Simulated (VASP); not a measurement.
# Bi (Im-3m) in VASP: notebook

Bi is run at these levels: PBEsol; tasks: single point.

Everything below comes from runs of VASP 6.6.1. Logs are shortened: lines on timing, memory, paths and dates and some standing lists are left out, and cuts for length are marked.

**1. The cell of the first run**

Symmetry: Im-3m, No. 229, cubic system. The conventional cell has a = 3.476 Å, b = 3.476 Å, c = 3.476 Å, α = 90.00°, β = 90.00°, γ = 90.00°. Bi (site symmetry m-3m) has 14 Bi at 3.01 to 3.48 Å within 4.0 Å.

**2. Single point, PBEsol (volume scaled by 0.7)**

INCAR reads:

```
  PREC = Accurate
  ENCUT = 520
  EDIFF = 1E-6
  ISMEAR = -1
  SIGMA = 0.08
  LREAL = False
  LASPH = True
  NELM = 100
  ALGO = Normal
  ISIF = 2
  LWAVE = False
  LCHARG = False
  GGA = PS
  NBANDS = 14
```

KPOINTS reads:

```
Automatic mesh
0
Gamma
  15 15 15
```

POSCAR reads:

```
Bi
1.0
   -1.7378519044      1.7378519044      1.7378519044
    1.7378519044     -1.7378519044      1.7378519044
    1.7378519044      1.7378519044     -1.7378519044
Bi
1
Direct
    0.0000000000      0.0000000000      0.0000000000
```

Potentials or basis: VASP PAW PBE potentials, release 64 (Bi_d).

Run with:

```
$ cat potpaw_PBE.64/Bi_d/POTCAR > POTCAR
$ mpirun -np 1 vasp_std > vasp.out
```

OUTCAR:

```text
PREC = Accurate
   ENCUT = 520
   EDIFF = 1E-6
   ISMEAR = -1
   LREAL = False
   LASPH = True
   NELM = 100
   ISIF = 2
   GGA = PS

 ion  position               nearest neighbor table
   1  0.000  0.000  0.000-

  LATTYP: Found a body centered cubic cell.
 ALAT       =     3.4757038088

  Lattice vectors:

 A1 = (  -1.7378519044,   1.7378519044,   1.7378519044)
 A2 = (   1.7378519044,  -1.7378519044,   1.7378519044)
 A3 = (   1.7378519044,   1.7378519044,  -1.7378519044)

Analysis of symmetry for initial positions (statically):
=====================================================================
 Subroutine PRICEL returns:
 Original cell was already a primitive cell.

 Routine SETGRP: Setting up the symmetry group for a
 body centered cubic supercell.

 Subroutine GETGRP returns: Found 48 space group operations
 (whereof 48 operations were pure point group operations)
 out of a pool of 48 trial point group operations.

The static configuration has the point symmetry O_h .

Analysis of symmetry for dynamics (positions and initial velocities):
=====================================================================
 Subroutine PRICEL returns:
 Original cell was already a primitive cell.

 Routine SETGRP: Setting up the symmetry group for a
 body centered cubic supercell.

 Subroutine GETGRP returns: Found 48 space group operations
 (whereof 48 operations were pure point group operations)
 out of a pool of 48 trial point group operations.

The dynamic configuration has the point symmetry O_h .

 Subroutine INISYM returns: Found 48 space group operations
 (whereof 48 operations are pure point group operations),
 and found     1 'primitive' translations

----------------------------------------------------------------------------------------

                                     Primitive cell

  volume of cell :      20.9941

  direct lattice vectors                    reciprocal lattice vectors
    -1.737851904  1.737851904  1.737851904     0.000000000  0.287711513  0.287711513
     1.737851904 -1.737851904  1.737851904     0.287711513  0.000000000  0.287711513
     1.737851904  1.737851904 -1.737851904     0.287711513  0.287711513  0.000000000

  length of vectors
     3.010047794  3.010047794  3.010047794     0.406885523  0.406885523  0.406885523

  position of ions in fractional coordinates (direct lattice)
     0.000000000  0.000000000  0.000000000

  ion indices of the primitive-cell ions
   primitive index   ion index
                 1           1

----------------------------------------------------------------------------------------

 KPOINTS: Automatic mesh

Automatic generation of k-mesh.
 Grid dimensions read from file:
 generate k-points for:   15   15   15

 Generating k-lattice:

  Cartesian coordinates                     Fractional coordinates (reciprocal lattice)
     0.000000000  0.019180768  0.019180768     0.066666667  0.000000000  0.000000000
     0.019180768  0.000000000  0.019180768     0.000000000  0.066666667  0.000000000
     0.019180768  0.019180768  0.000000000     0.000000000  0.000000000  0.066666667

  Length of vectors
     0.027125702  0.027125702  0.027125702

  Shift w.r.t. Gamma in fractional coordinates (k-lattice)
     0.000000000  0.000000000  0.000000000

 Subroutine IBZKPT returns following result:
 ===========================================

 Found    120 irreducible k-points:

 Following reciprocal coordinates:
            Coordinates               Weight
  0.000000  0.000000  0.000000      1.000000
  0.066667  0.000000  0.000000     12.000000
  0.133333  0.000000  0.000000     12.000000
  0.200000  0.000000  0.000000     12.000000
  0.266667  0.000000  0.000000     12.000000
  0.333333  0.000000  0.000000     12.000000
[... 16 lines left out ...]
  0.333333  0.200000  0.000000     48.000000
  0.400000  0.200000  0.000000     24.000000
 [... further k-points ...]
   k-points           NKPTS =    120   k-points in BZ     NKDIM =    120   number of bands    NBANDS=     14
   number of dos      NEDOS =    301   number of ions     NIONS =      1
   total plane-waves  NPLWV =  13824
   dimension x,y,z NGX =    24 NGY =   24 NGZ =   24
   dimension x,y,z NGXF=    48 NGYF=   48 NGZF=   48
   ions per type =               1
   NGX,Y,Z   is equivalent  to a cutoff of  13.26, 13.26, 13.26 a.u.
   NGXF,Y,Z  is equivalent  to a cutoff of  26.51, 26.51, 26.51 a.u.
 SYSTEM =  unknown system
   PREC   = accura    normal or accurate (medium, high low for compatibility)
   ISTART =      0    job   : 0-new  1-cont  2-samecut
   ICHARG =      2    charge: 1-file 2-atom 10-const
   ISPIN  =      1    spin polarized calculation?
   LNONCOLLINEAR =      F non collinear calculations
   LSORBIT =      F    spin-orbit coupling
   LASPH  =      T    aspherical Exc in radial PAW
   ENCUT  =  520.0 eV  38.22 Ry    6.18 a.u.   5.60  5.60  5.60*2*pi/ulx,y,z
   NELM   =    100;   NELMIN=  2; NELMDL= -5     # of ELM steps
   EDIFF  = 0.1E-05   stopping-criterion for ELM
   LREAL  =      F    real-space projection
   EDIFFG = 0.1E-04   stopping-criterion for IOM
   NSW    =      0    number of steps for IOM
   IBRION =     -1    ionic relax: 0-MD 1-quasi-New 2-CG
   NFREE  =      0    steps in history (QN), initial steepest desc. (CG)
   ISIF   =      2    stress and relaxation
   ISYM   =      2    0-nonsym 1-usesym 2-fastsym
   POTIM  = 0.5000    time-step for ionic-motion
   TEBEG  =    0.0;   TEEND  =   0.0 temperature during run
   PSTRESS=    0.0 pullay stress
   NELECT =      15.0000    total number of electrons
   NUPDOWN=      -1.0000    fix difference up-down
   EMIN   =  10.00;   EMAX   =-10.00  energy-range for DOS
   EFERMI =   0.00;   METHOD = LEGACY
   ISMEAR =    -1;   SIGMA  =   0.08  broadening in eV -4-tet -1-fermi 0-gaus
   EFERMI_NEDOS =   21; number of points for ismear=-14 and -15
   IALGO  =     38    algorithm
   IMIX   =      4    mixing-type and parameters
     AMIX     =   0.40;   BMIX     =  1.00
     AMIX_MAG =   1.60;   BMIX_MAG =  1.00
  volume/ion in A,a.u.               =      20.99       141.68
  Fermi-wavevector in a.u.,A,eV,Ry     =   1.463544  2.765697 29.143154  2.141961
  Thomas-Fermi vector in A             =   2.579626
   LORBIT       =      0    0 simple, 1 ext, 2 COOP (PROOUT), +10 PAW based schemes
   GGA     = PS    functional components
   LHFCALC =     F    Hartree Fock is set to
   AEXX    =    0.0000 exact exchange contribution
   IVDW    =     0    specifies the selected vdW correction
   LEPSILON=     F    determine dielectric tensor
   LRPA    =     F    only Hartree local field effects (RPA)
 non-spin polarized calculation
  energy-cutoff  :      520.00
  volume of cell :       20.99
 maximum number of plane-waves:       580
   NGX = 11   NGY = 11   NGZ = 11

 number of electron      15.0000006 magnetization

 Free energy of the ion-electron system (eV)
  ---------------------------------------------------
  ext. energy  EPLUGINS =         0.00000000
  ---------------------------------------------------
  free energy    TOTEN  =        -3.23218659 eV

  energy without entropy =       -3.22211542  energy(sigma->0) =       -3.22715100

 E-fermi :  13.7483     XC(G=0): -12.4603

 val. band max:       13.7374380597   @ k =   0.4000   0.1333   0.0000
 cond. band min:      13.8462355596   @ k =   0.2000   0.2000   0.0000
 fundamental gap:      0.1087974999
 Fermi energy:        13.7482725016

 k-point     1 :       0.0000    0.0000    0.0000
  band No.  band energies     occupation
      1      -9.9211      2.00000
      2      -9.9211      2.00000
      3      -9.9211      2.00000
      4      -9.4859      2.00000
      5      -9.4859      2.00000
      6      -3.4239      2.00000
      7      22.3303      0.00000
      8      22.3303      0.00000
      9      22.3303      0.00000
     10      23.8866      0.00000
     11      23.8866      0.00000
     12      23.8866      0.00000
     13      28.5253      0.00000
     14      28.5259      0.00000

 k-point     2 :       0.0667    0.0000    0.0000
  band No.  band energies     occupation
      1      -9.9281      2.00000
      2      -9.9132      2.00000
      3      -9.8922      2.00000
      4      -9.4937      2.00000
      5      -9.4865      2.00000
      6      -3.2993      2.00000
      7      20.9922      0.00000
      8      21.8273      0.00000
      9      22.0521      0.00000
     10      23.4880      0.00000
     11      23.7861      0.00000
     12      23.8671      0.00000
     13      28.5991      0.00000
     14      28.8021      0.00000

 k-point     3 :       0.1333    0.0000    0.0000
  band No.  band energies     occupation
      1      -9.9478      2.00000
      2      -9.8940      2.00000
      3      -9.8095      2.00000
      4      -9.5140      2.00000
      5      -9.4880      2.00000
      6      -2.9232      2.00000
      7      18.3099      0.00000
      8      20.6895      0.00000
      9      21.2621      0.00000
     10      22.9548      0.00000
     11      23.5448      0.00000
     12      24.1316      0.00000
     13      28.6112      0.00000
     14      29.5688      0.00000
[... 324 lines left out ...]
 k-point    23 :       0.3333    0.2000    0.0000
  band No.  band energies     occupation
      1     -10.0102      2.00000
      2      -9.8159      2.00000
      3      -9.5516      2.00000
      4      -9.5209      2.00000
      5      -9.3348      2.00000
      6       2.3420      2.00000
      7       7.6708      2.00000
      8      11.9553      2.00000
      9      17.0534      0.00000
     10      23.5754      0.00000
     11      25.9816      0.00000
     12      27.7775      0.00000
     13      28.7108      0.00000
     14      32.9281      0.00000

 k-point    24 :       0.4000    0.2000    0.0000
  band No.  band energies     occupation
      1     -10.0135      2.00000
      2      -9.8144      2.00000
      3      -9.5554      2.00000
      4      -9.5096      2.00000
      5      -9.3237      2.00000
      6       3.0020      2.00000
      7       6.8445      2.00000
      8      11.7485      2.00000
      9      16.9419      0.00000
     10      23.5208      0.00000
     11      26.9900      0.00000
     12      27.1108      0.00000
     13      28.2335      0.00000
     14      34.6362      0.00000

 [... further k-points ...]
[... 5 lines left out ...]
  --------------------------------------------------------------------------------------
  -------------------------------------------------------------------------------------
  Total        6.4491294      6.4491294      6.4491294     -0.0000000     -0.0000000     -0.0000000
  in kB      492.1680214    492.1680214    492.1680214     -0.0000000     -0.0000000     -0.0000000
  external PRESSURE =     492.1680214 kB  Pullay stress =       0.0000000 kB

 VOLUME and BASIS-vectors are now :
 -----------------------------------------------------------------------------
  energy-cutoff  :      520.00
  volume of cell :       20.99
      direct lattice vectors                 reciprocal lattice vectors
    -1.737851904  1.737851904  1.737851904     0.000000000  0.287711513  0.287711513
     1.737851904 -1.737851904  1.737851904     0.287711513  0.000000000  0.287711513
     1.737851904  1.737851904 -1.737851904     0.287711513  0.287711513  0.000000000

 POSITION                                       TOTAL-FORCE (eV/Angst)
 -----------------------------------------------------------------------------------
      0.00000      0.00000      0.00000         0.000000     -0.000000      0.000000
 -----------------------------------------------------------------------------------
    total drift:                                0.000000      0.000000      0.000000

  FREE ENERGIE OF THE ION-ELECTRON SYSTEM (eV)
  ---------------------------------------------------
  free  energy   TOTEN  =        -3.2321865920 eV

  energy  without entropy=       -3.2221154162  energy(sigma->0) =       -3.22715100
```

Wall time 14 s (1 thread of Intel Xeon 6975P-C, shared host); peak memory 0.16 GiB.

What came out:

| Property | Result |
| --- | --- |
| Free energy | -3.2322 eV |
| Pressure | 49.2 GPa |

Levels at points of the mesh, in eV from the Fermi level:
```tsv
k point	band 4	band 5	band 6	band 7	band 8	band 9	band 10	band 11	band 12	band 13
(0.00, 0.00, 0.00)	-23.23	-23.23	-17.17	8.58	8.58	8.58	10.14	10.14	10.14	14.78
```

Caveat: the PAW data sets were made with another functional, which shifts forces and pressure a little; spin-orbit coupling is left out, which moves the levels of the heavy elements.

**3. Single point, PBEsol (volume scaled by 0.8)**

INCAR reads:

```
SYSTEM = Bi
PREC     = Accurate       ! precision mode
ENCUT    = 520            ! plane-wave cutoff, eV
EDIFF    = 1E-6           ! SCF threshold, eV
ISMEAR   = -1             ! smearing method
SIGMA    = 0.08           ! smearing width, eV
LREAL    = .False.        ! projectors in reciprocal space
LASPH    = .True.         ! aspherical terms in the spheres
NELM     = 80             ! most SCF steps
ALGO     = Normal         ! electronic algorithm
ISIF     = 2              ! what is computed and relaxed
LWAVE    = .False.        ! write WAVECAR
LCHARG   = .False.        ! write CHGCAR
GGA      = PS             ! functional
NBANDS   = 14             ! bands
```

KPOINTS reads:

```
regular mesh
0
Gamma
  15 15 15
  0 0 0
```

POSCAR reads:

```
Bi
1.0
   -1.8169518277      1.8169518277      1.8169518277
    1.8169518277     -1.8169518277      1.8169518277
    1.8169518277      1.8169518277     -1.8169518277
Bi
1
Direct
    0.0000000000      0.0000000000      0.0000000000
```

Potentials or basis: VASP PAW PBE potentials, release 64 (Bi_d).

Run with:

```
$ cat potpaw_PBE.64/Bi_d/POTCAR > POTCAR
$ mpirun -np 1 vasp_std > vasp.out
```

Wall time 20 s (1 thread of Intel Xeon 6975P-C, shared host); peak memory 0.16 GiB.

Results (log left out):

| Item | Value |
| --- | --- |
| Free energy | -3.8781 eV |
| Pressure | 22.5 GPa |

Levels at points of the mesh, in eV from the Fermi level:
| k point | band 5 | band 6 | band 7 | band 8 | band 9 | band 10 |
| --- | --- | --- | --- | --- | --- | --- |
| (0.00, 0.00, 0.00) | -23.03 | -15.73 | 7.24 | 7.24 | 7.24 | 10.36 |

Caveat: the PAW data sets were made with another functional, which shifts forces and pressure a little; spin-orbit coupling is left out, which moves the levels of the heavy elements.
